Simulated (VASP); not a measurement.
# InSe (P-6m2) in VASP: a series of runs, part 2 of 2

VASP 6.6.1. The steps go on from the part before.

## 3. Single point, revPBE+D4

This run uses another cell than the first one, of 28.85 Å³/atom, 1.009 times its volume.

INCAR

```
ALGO = Normal
EDIFF = 1E-6
ENCUT = 520
GGA = RE
ISIF = 2
ISMEAR = -1
IVDW = 13
LASPH = True
LCHARG = False
LREAL = False
LWAVE = False
NBANDS = 48
NELM = 60
PREC = Accurate
SIGMA = 0.05
```

KPOINTS

```
k-points
0
Gamma
  8 8 2
```

POSCAR

```
InSe
1.0
    4.0255075321      0.0000000000      0.0000000000
   -2.0127537661      3.4861917859      0.0000000000
    0.0000000000      0.0000000000     16.4464182510
In Se
4 4
Direct
    0.3333333333      0.6666666667      0.0849445493
    0.3333333333      0.6666666667      0.9150554507
    0.0000000000      0.0000000000      0.4150634431
    0.0000000000      0.0000000000      0.5849365569
    0.3333333333      0.6666666667      0.3363417929
    0.3333333333      0.6666666667      0.6636582071
    0.6666666667      0.3333333333      0.1638592760
    0.6666666667      0.3333333333      0.8361407240
```

Potentials or basis: VASP PAW PBE potentials, release 64 (In_d, Se).

Run with:

```sh
> cat potpaw_PBE.64/In_d/POTCAR potpaw_PBE.64/Se/POTCAR > POTCAR
> mpirun -np 1 vasp_std > vasp.out
```

OUTCAR:

```text
EDIFF = 1E-6
   ENCUT = 520
   GGA = RE
   ISIF = 2
   ISMEAR = -1
   IVDW = 13
   LASPH = True
   LREAL = False
   NELM = 60
   PREC = Accurate

 ion  position               nearest neighbor table
   1  0.333  0.667  0.085-   7 2.66   7 2.66   7 2.66   2 2.79
   2  0.333  0.667  0.915-   8 2.66   8 2.66   8 2.66   1 2.79
   3  0.000  0.000  0.415-   5 2.66   5 2.66   5 2.66   4 2.79
   4  0.000  0.000  0.585-   6 2.66   6 2.66   6 2.66   3 2.79
   5  0.333  0.667  0.336-   3 2.66   3 2.66   3 2.66
   6  0.333  0.667  0.664-   4 2.66   4 2.66   4 2.66
   7  0.667  0.333  0.164-   1 2.66   1 2.66   1 2.66
   8  0.667  0.333  0.836-   2 2.66   2 2.66   2 2.66

  LATTYP: Found a hexagonal cell.
 ALAT       =     4.0255075321
 C/A-ratio  =     4.0855514789

  Lattice vectors:

 A1 = (   4.0255075321,   0.0000000000,   0.0000000000)
 A2 = (  -2.0127537661,   3.4861917859,   0.0000000000)
 A3 = (   0.0000000000,   0.0000000000,  16.4464182510)

Analysis of symmetry for initial positions (statically):
=====================================================================
 Subroutine PRICEL returns:
 Original cell was already a primitive cell.

 Routine SETGRP: Setting up the symmetry group for a
 hexagonal supercell.

 Subroutine GETGRP returns: Found 12 space group operations
 (whereof 12 operations were pure point group operations)
 out of a pool of 24 trial point group operations.

The static configuration has the point symmetry D_3h.

Analysis of symmetry for dynamics (positions and initial velocities):
=====================================================================
 Subroutine PRICEL returns:
 Original cell was already a primitive cell.

 Routine SETGRP: Setting up the symmetry group for a
 hexagonal supercell.

 Subroutine GETGRP returns: Found 12 space group operations
 (whereof 12 operations were pure point group operations)
 out of a pool of 24 trial point group operations.

The dynamic configuration has the point symmetry D_3h.

 Subroutine INISYM returns: Found 12 space group operations
 (whereof 12 operations are pure point group operations),
 and found     1 'primitive' translations

----------------------------------------------------------------------------------------

                                     Primitive cell

  volume of cell :     230.8040

  direct lattice vectors                    reciprocal lattice vectors
     4.025507532  0.000000000  0.000000000     0.248415881  0.143422976  0.000000000
    -2.012753766  3.486191786  0.000000000     0.000000000  0.286845952  0.000000000
     0.000000000  0.000000000 16.446418251     0.000000000  0.000000000  0.060803513

  length of vectors
     4.025507532  4.025507532 16.446418251     0.286845952  0.286845952  0.060803513

  position of ions in fractional coordinates (direct lattice)
     0.333333333  0.666666667  0.084944549
     0.333333333  0.666666667  0.915055451
     0.000000000  0.000000000  0.415063443
     0.000000000  0.000000000  0.584936557
     0.333333333  0.666666667  0.336341793
     0.333333333  0.666666667  0.663658207
     0.666666667  0.333333333  0.163859276
     0.666666667  0.333333333  0.836140724

[... 40 lines left out ...]
  0.125000  0.000000  0.000000      6.000000
  0.250000  0.000000  0.000000      6.000000
  0.375000  0.000000  0.000000      6.000000
  0.500000  0.000000  0.000000      3.000000
  0.125000  0.125000  0.000000      6.000000
[... 12 lines left out ...]
  0.250000  0.250000  0.500000      6.000000
  0.375000  0.250000  0.500000      6.000000
   k-points           NKPTS =     20   k-points in BZ     NKDIM =     20   number of bands    NBANDS=     48
   number of dos      NEDOS =    301   number of ions     NIONS =      8
   total plane-waves  NPLWV = 113400
   dimension x,y,z NGX =    30 NGY =   30 NGZ =  126
   dimension x,y,z NGXF=    60 NGYF=   60 NGZF=  252
   ions per type =               4   4
   NGX,Y,Z   is equivalent  to a cutoff of  12.39, 12.39, 12.74 a.u.
   NGXF,Y,Z  is equivalent  to a cutoff of  24.78, 24.78, 25.47 a.u.
 SYSTEM =  unknown system
   PREC   = accura    normal or accurate (medium, high low for compatibility)
   ISTART =      0    job   : 0-new  1-cont  2-samecut
   ICHARG =      2    charge: 1-file 2-atom 10-const
   ISPIN  =      1    spin polarized calculation?
   LNONCOLLINEAR =      F non collinear calculations
   LSORBIT =      F    spin-orbit coupling
   LASPH  =      T    aspherical Exc in radial PAW
   ENCUT  =  520.0 eV  38.22 Ry    6.18 a.u.   7.48  7.48 30.58*2*pi/ulx,y,z
   NELM   =     60;   NELMIN=  2; NELMDL= -5     # of ELM steps
   EDIFF  = 0.1E-05   stopping-criterion for ELM
   LREAL  =      F    real-space projection
   EDIFFG = 0.1E-04   stopping-criterion for IOM
   NSW    =      0    number of steps for IOM
   IBRION =     -1    ionic relax: 0-MD 1-quasi-New 2-CG
   NFREE  =      0    steps in history (QN), initial steepest desc. (CG)
   ISIF   =      2    stress and relaxation
   ISYM   =      2    0-nonsym 1-usesym 2-fastsym
   POTIM  = 0.5000    time-step for ionic-motion
   TEBEG  =    0.0;   TEEND  =   0.0 temperature during run
   PSTRESS=    0.0 pullay stress
   NELECT =      76.0000    total number of electrons
   NUPDOWN=      -1.0000    fix difference up-down
   EMIN   =  10.00;   EMAX   =-10.00  energy-range for DOS
   EFERMI =   0.00;   METHOD = LEGACY
   ISMEAR =    -1;   SIGMA  =   0.05  broadening in eV -4-tet -1-fermi 0-gaus
   EFERMI_NEDOS =   21; number of points for ismear=-14 and -15
   IALGO  =     38    algorithm
   IMIX   =      4    mixing-type and parameters
     AMIX     =   0.40;   BMIX     =  1.00
     AMIX_MAG =   1.60;   BMIX_MAG =  1.00
  volume/ion in A,a.u.               =      28.85       194.69
  Fermi-wavevector in a.u.,A,eV,Ry     =   1.130485  2.136308 17.388207  1.277997
  Thomas-Fermi vector in A             =   2.267182
   LORBIT       =      0    0 simple, 1 ext, 2 COOP (PROOUT), +10 PAW based schemes
   GGA     = RE    functional components
   LHFCALC =     F    Hartree Fock is set to
   AEXX    =    0.0000 exact exchange contribution
   IVDW    =    13    specifies the selected vdW correction
   LEPSILON=     F    determine dielectric tensor
   LRPA    =     F    only Hartree local field effects (RPA)
 non-spin polarized calculation
  energy-cutoff  :      520.00
  volume of cell :      230.80
 maximum number of plane-waves:      6259
 NGX is ok and might be reduce to    30
   NGX = 15   NGY = 15   NGZ = 61

 number of electron      76.0000008 magnetization

 Free energy of the ion-electron system (eV)
  ---------------------------------------------------
  ext. energy  EPLUGINS =         0.00000000
  ---------------------------------------------------
  free energy    TOTEN  =       -25.89697918 eV

  energy without entropy =      -25.89672731  energy(sigma->0) =      -25.89685325

 E-fermi :   4.5805     XC(G=0):  -8.8652

 val. band max:        4.3861377384   @ k =   0.0000   0.0000   0.0000
 cond. band min:       4.7515750417   @ k =   0.0000   0.0000   0.0000
 fundamental gap:      0.3654373033
 Fermi energy:         4.5804689562

 k-point     1 :       0.0000    0.0000    0.0000
  band No.  band energies     occupation
      1     -10.5061      2.00000
      2     -10.4944      2.00000
      3     -10.3234      2.00000
      4     -10.3234      2.00000
      5     -10.3110      2.00000
      6     -10.3110      2.00000
[... 1009 lines left out ...]
     47       9.5640      0.00000
     48       9.6366      0.00000

------------------------ aborting loop because EDIFF is reached ----------------------------------------

  DFT-D4 for vdW energy calculation

  Edisp (eV):   -4.20608

  FORCE on cell =-STRESS in cart. coord.  units (eV):
  Direction    XX          YY          ZZ          XY          YZ          ZX
  --------------------------------------------------------------------------------------
  -------------------------------------------------------------------------------------
  Total       0.13348     0.13348     0.01857    -0.00000     0.00000     0.00000
  in kB       0.92659     0.92659     0.12894    -0.00000     0.00000     0.00000
  external pressure =        0.66 kB  Pullay stress =        0.00 kB

 VOLUME and BASIS-vectors are now :
 -----------------------------------------------------------------------------
  energy-cutoff  :      520.00
  volume of cell :      230.80
      direct lattice vectors                 reciprocal lattice vectors
     4.025507532  0.000000000  0.000000000     0.248415881  0.143422976  0.000000000
    -2.012753766  3.486191786  0.000000000     0.000000000  0.286845952  0.000000000
     0.000000000  0.000000000 16.446418251     0.000000000  0.000000000  0.060803513

 POSITION                                       TOTAL-FORCE (eV/Angst)
 -----------------------------------------------------------------------------------
     -0.00000      2.32413      1.39703         0.000000     -0.000000     -0.008532
     -0.00000      2.32413     15.04938         0.000000     -0.000000      0.008532
      0.00000      0.00000      6.82631         0.000000      0.000000      0.008233
      0.00000      0.00000      9.62011         0.000000     -0.000000     -0.008233
     -0.00000      2.32413      5.53162        -0.000000      0.000000     -0.012793
     -0.00000      2.32413     10.91480        -0.000000      0.000000      0.012793
      2.01275      1.16206      2.69490        -0.000000      0.000000      0.012739
      2.01275      1.16206     13.75152        -0.000000      0.000000     -0.012739
 -----------------------------------------------------------------------------------
    total drift:                               -0.000000      0.000000     -0.000000

  FREE ENERGIE OF THE ION-ELECTRON SYSTEM (eV)
  ---------------------------------------------------
  free  energy   TOTEN  =       -30.1030636899 eV

  energy  without entropy=      -30.1028118250  energy(sigma->0) =      -30.10293776
```

Wall time 6.5 min (1 thread of AMD EPYC 7R43 (Zen 3), shared host); peak memory 0.38 GiB.

Results:

```
Free energy                : -30.1031 eV
Pressure                   : 0.1 GPa
Largest force              : 0.013 eV/Å
Band gap on the k mesh     : 0.37 eV, direct
Dispersion energy per atom : -0.526 eV
```

Forces on the atoms (eV/Å):
```
In   0.000  0.000 -0.009
In   0.000  0.000  0.009
In   0.000  0.000  0.008
In   0.000  0.000 -0.008
Se   0.000  0.000 -0.013
Se   0.000  0.000  0.013
Se   0.000  0.000  0.013
Se   0.000  0.000 -0.013
```

Caveat: the PAW data sets were made with another functional, which shifts forces and pressure a little; spin-orbit coupling is left out, which moves the levels of the heavy elements.

## 4. Single point, PBE

This run uses another cell than the first one, of 30.73 Å³/atom, 1.075 times its volume.

INCAR

```
  ALGO = Normal
  EDIFF = 1E-6
  ENCUT = 520
  GGA = PE
  ISIF = 2
  ISMEAR = -1
  LASPH = T
  LCHARG = F
  LREAL = F
  LWAVE = F
  NBANDS = 48
  NELM = 60
  PREC = Accurate
  SIGMA = 0.05
```

KPOINTS

```
k-points
0
Gamma
  6 6 2
```

POSCAR

```
InSe
1.0
    4.0473293151      0.0000000000      0.0000000000
   -2.0236646576      3.5050900044      0.0000000000
    0.0000000000      0.0000000000     17.3299823136
In Se
4 4
Direct
    0.3333333333      0.6666666667      0.0773904900
    0.3333333333      0.6666666667      0.9226095100
    0.0000000000      0.0000000000      0.4226063200
    0.0000000000      0.0000000000      0.5773936800
    0.3333333333      0.6666666667      0.3529842800
    0.3333333333      0.6666666667      0.6470157200
    0.6666666667      0.3333333333      0.1469999300
    0.6666666667      0.3333333333      0.8530000700
```

Run with:

```sh
> cat potpaw_PBE.64/In_d/POTCAR potpaw_PBE.64/Se/POTCAR > POTCAR
> mpirun -np 1 vasp_std > vasp.out
```

Run time: 3.1 min. Hardware: 1 thread of Intel Xeon Platinum 8259CL at 2.50GHz (Skylake/Cascade Lake), shared host; peak memory 0.41 GiB.

Results (log left out):

```
Free energy            : -28.1918 eV
Pressure               : 3.5 GPa
Largest force          : 0.591 eV/Å
Band gap on the k mesh : 0.55 eV, direct
```

Forces in eV/Å, atoms in the order of the input:
```
In   0.000  0.000  0.265
In   0.000  0.000 -0.265
In   0.000  0.000 -0.266
In   0.000  0.000  0.266
Se   0.000  0.000 -0.591
Se   0.000  0.000  0.591
Se   0.000  0.000  0.591
Se   0.000  0.000 -0.591
```

Stress tensor (GPa, compression positive):
```
2.64 0.00 0.00
0.00 2.64 0.00
0.00 0.00 5.12
```

Levels at points of the mesh, in eV from the valence-band top:
| k point | band 35 | band 36 | band 37 | band 38 | band 39 | band 40 | band 41 | band 42 |
| --- | --- | --- | --- | --- | --- | --- | --- | --- |
| (0.00, 0.00, 0.00) | -1.20 | -1.20 | -1.12 | 0.00 | 0.55 | 1.35 | 2.05 | 2.08 |
| (0.50, 0.00, 0.00) | -2.13 | -2.05 | -1.66 | -1.50 | 1.50 | 1.70 | 1.77 | 1.94 |
| (0.00, 0.00, 0.50) | -1.23 | -1.23 | -0.66 | -0.64 | 1.05 | 1.08 | 2.06 | 2.07 |
| (0.50, 0.00, 0.50) | -2.17 | -2.17 | -1.57 | -1.51 | 1.48 | 1.55 | 1.87 | 2.02 |

Caveat: spin-orbit coupling is left out, which moves the levels of the heavy elements; this functional lacks dispersion, which binds the layers, so the pressure and a relaxed spacing across them are unreliable.

## 5. Single point, PBE

This run uses another cell than the first one, of 32.01 Å³/atom, 1.119 times its volume.

INCAR

```
ALGO = Normal
EDIFF = 1E-6
ENCUT = 520
GGA = PE
ISIF = 2
ISMEAR = 0
LASPH = T
LCHARG = F
LREAL = F
LWAVE = F
NBANDS = 48
NELM = 80
PREC = Accurate
SIGMA = 0.012
```

KPOINTS

```
k-points
0
Gamma
  8 8 2
```

POSCAR: that of step 4 with these lines changed.

```diff
@@ -4,3 +4,3 @@
    -2.0236646576      3.5050900044      0.0000000000
-    0.0000000000      0.0000000000     17.3299823136
+    0.0000000000      0.0000000000     18.0520649100
 In Se
```

Run with:

```sh
> cat potpaw_PBE.64/In_d/POTCAR potpaw_PBE.64/Se/POTCAR > POTCAR
> mpirun -np 1 vasp_std > vasp.out
```

It took 11 min on 1 thread of Oxide Virtual Turin-like, shared host; peak memory 0.41 GiB.

The run converged. Its results:

```yaml
Free_energy: -28.4076 eV
Pressure: 1.4 GPa
Largest_force: 0.255 eV/Å
Band_gap_on_the_k_mesh: 0.72 eV, direct
```

Forces in eV/Å, atoms in the order of the input:
```
In   0.000  0.000 -0.112
In   0.000  0.000  0.112
In   0.000  0.000  0.111
In   0.000  0.000 -0.111
Se   0.000  0.000 -0.253
Se   0.000  0.000  0.253
Se   0.000  0.000  0.255
Se   0.000  0.000 -0.255
```

Levels at points of the mesh, in eV from the valence-band top:
| k point | band 36 | band 37 | band 38 | band 39 | band 40 | band 41 |
| --- | --- | --- | --- | --- | --- | --- |
| (0.00, 0.00, 0.00) | -0.95 | -0.94 | 0.00 | 0.72 | 1.50 | 2.24 |
| (0.50, 0.00, 0.00) | -1.86 | -1.44 | -1.31 | 1.72 | 1.72 | 1.94 |
| (0.00, 0.00, 0.50) | -0.97 | -0.55 | -0.54 | 1.18 | 1.20 | 2.26 |
| (0.50, 0.00, 0.50) | -1.90 | -1.38 | -1.34 | 1.62 | 1.70 | 1.94 |

Caveat: spin-orbit coupling is left out, which moves the levels of the heavy elements; this functional lacks dispersion, which binds the layers, so the pressure and a relaxed spacing across them are unreliable. A k mesh can miss the band edges.

## 6. Single point, BLYP

This run uses another cell than the first one, of 43.69 Å³/atom, 1.528 times its volume.

INCAR

```
SYSTEM = InSe
PREC = Accurate
ENCUT = 520
EDIFF = 1E-6
ISMEAR = -1
SIGMA = 0.05
LREAL = .FALSE.
LASPH = .TRUE.
NELM = 60
ALGO = Normal
ISIF = 2
LWAVE = .FALSE.
LCHARG = .FALSE.
GGA = B5
ALDAX = 1.0
AGGAX = 1.0
AGGAC = 1.0
ALDAC = 0.0
NBANDS = 48
```

KPOINTS

```
Automatic mesh
0
G
  8 8 2
  0 0 0
```

POSCAR

```
InSe
1.0
    4.2127030999      0.0000000000      0.0000000000
   -2.1063515500      3.6483079031      0.0000000000
    0.0000000000      0.0000000000     22.7440603536
In Se
4 4
Direct
    0.3333333333      0.6666666667      0.0632620694
    0.3333333333      0.6666666667      0.9367379306
    0.0000000000      0.0000000000      0.4367380531
    0.0000000000      0.0000000000      0.5632619469
    0.3333333333      0.6666666667      0.3819591960
    0.3333333333      0.6666666667      0.6180408040
    0.6666666667      0.3333333333      0.1180411680
    0.6666666667      0.3333333333      0.8819588320
```

Potentials or basis: VASP PAW PBE potentials, release 64 (In_d, Se).

Run with:

```sh
> cat potpaw_PBE.64/In_d/POTCAR potpaw_PBE.64/Se/POTCAR > POTCAR
> mpirun -np 1 vasp_std > vasp.out
```

Run time: 16 min. Hardware: 1 thread of Oxide Virtual Turin-like, shared host; peak memory 0.56 GiB.

It converged, with:

| Item | Value |
| --- | --- |
| Free energy | -24.4084 eV |
| Pressure | 0.1 GPa |
| Largest force | 0.021 eV/Å |
| Band gap on the k mesh | 0.84 eV, indirect (least direct gap 0.91 eV) |

Forces in eV/Å, atoms in the order of the input:
```
In   0.000  0.000 -0.009
In   0.000  0.000  0.009
In   0.000  0.000  0.008
In   0.000  0.000 -0.008
Se   0.000  0.000 -0.021
Se   0.000  0.000  0.021
Se   0.000  0.000  0.021
Se   0.000  0.000 -0.021
```

Levels at points of the mesh, in eV from the valence-band top:
```csv
k point,band 36,band 37,band 38,band 39,band 40,band 41
"(0.00, 0.00, 0.00)",-0.73,-0.17,-0.07,0.84,0.94,2.25
"(0.50, 0.00, 0.00)",-1.48,-0.91,-0.90,1.77,1.78,2.18
"(0.00, 0.00, 0.50)",-0.73,-0.12,-0.12,0.89,0.89,2.25
"(0.50, 0.00, 0.50)",-1.49,-0.91,-0.91,1.77,1.78,2.19
```

Caveat: the PAW data sets were made with another functional, which shifts forces and pressure a little; spin-orbit coupling is left out, which moves the levels of the heavy elements.

## 7. Overview

| level | cell | k mesh | smearing | gap on the mesh (eV) | pressure (GPa) | largest force (eV/Å) |
| --- | --- | --- | --- | --- | --- | --- |
| RPBE+D4 | a = 4.020, b = 4.020, c = 16.349 Å, angles 90.0, 90.0, 120.0°, 8 atoms | 8 × 8 × 2 | fermi-dirac 0.05 eV | 0.40 | 0.0 | 0.01 |
| revPBE+D4 | a = 4.026, b = 4.026, c = 16.446 Å, angles 90.0, 90.0, 120.0°, 8 atoms | 8 × 8 × 2 | fermi-dirac 0.05 eV | 0.37 | 0.1 | 0.01 |
| PBE | a = 4.047, b = 4.047, c = 17.330 Å, angles 90.0, 90.0, 120.0°, 8 atoms | 6 × 6 × 2 | fermi-dirac 0.05 eV | 0.55 | 3.5 | 0.59 |
| PBE | a = 4.047, b = 4.047, c = 18.052 Å, angles 90.0, 90.0, 120.0°, 8 atoms | 8 × 8 × 2 | gaussian 0.012 eV | 0.72 | 1.4 | 0.25 |
| BLYP | a = 4.213, b = 4.213, c = 22.744 Å, angles 90.0, 90.0, 120.0°, 8 atoms | 8 × 8 × 2 | fermi-dirac 0.05 eV | 0.84 | 0.1 | 0.02 |

Alike in all rows: task single point; potentials or basis VASP PAW PBE potentials, release 64 (In_d, Se); no spin polarisation; cutoff (eV) 520.

Caveats: spin-orbit coupling is left out, which moves the levels of the heavy elements; the PAW data sets were made with another functional, which shifts forces and pressure a little (some runs); this functional lacks dispersion, which binds the layers, so the pressure and a relaxed spacing across them are unreliable (some runs).

Absolute energies hang on the potentials; compare differences alone.
